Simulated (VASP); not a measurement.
Wanted: the native input for a VASP 6.6.1 run.

| Item | Value |
| --- | --- |
| Task | single point |
| Functional | PBEsol |
| Potentials or basis | VASP PAW PBE potentials, release 64 (Hf_pv) |
| Cutoff | 520 eV |
| k mesh | 18 × 18 × 18 |
| Occupations | gaussian, width 0.15 eV |
| Spin | no spin polarisation |
| Dipole correction | no |
| Further INCAR settings | ALGO = Normal; EDIFF = 1e-07; NBANDS = 11 |

The structure of Hf lies in POSCAR:

```
Hf
1.0
    0.0000000000      2.3088000000      2.2200000000
    2.3088000000      0.0000000000      2.2200000000
    2.3088000000      2.3088000000      0.0000000000
Hf
1
Direct
    0.0000000000      0.0000000000      0.0000000000
```

This cell differs from its parent crystal: strain +0.040 along x and y, +0.000 along z.

One way to write it, as run:

INCAR

```
PREC     = Accurate       # precision mode
ENCUT    = 520            # plane-wave cutoff, eV
EDIFF    = 1E-7           # SCF threshold, eV
ISMEAR   = 0              # smearing method
SIGMA    = 0.15           # smearing width, eV
LREAL    = False          # projectors in reciprocal space
LASPH    = True           # aspherical terms in the spheres
NELM     = 80             # most SCF steps
ALGO     = Normal         # electronic algorithm
ISIF     = 2              # what is computed and relaxed
LWAVE    = False          # write WAVECAR
LCHARG   = False          # write CHGCAR
GGA      = PS             # functional
NBANDS   = 11             # bands
```

KPOINTS

```
regular mesh
0
Gamma
  18 18 18
```

Potentials or basis: VASP PAW PBE potentials, release 64 (Hf_pv).

Command:

```sh
$ cat potpaw_PBE.64/Hf_pv/POTCAR > POTCAR
$ mpirun -np 1 vasp_std > vasp.out
```

It gave:

```json
{
 "Pressure": "-8.9 GPa",
 "Band gap on the k mesh": "zero (bands 5 and 6 overlap by 1.94 eV)"
}
```

Caveat: the cell differs from its parent crystal (strain +0.040 along x and y, +0.000 along z); the cell stands under tension; the PAW data sets were made with another functional, which shifts forces and pressure a little; spin-orbit coupling is left out, which moves the levels of the heavy elements.

Wall time 81 s on 1 thread of Intel Xeon 8259CL, with other jobs on the host, peak memory 0.24 GiB.
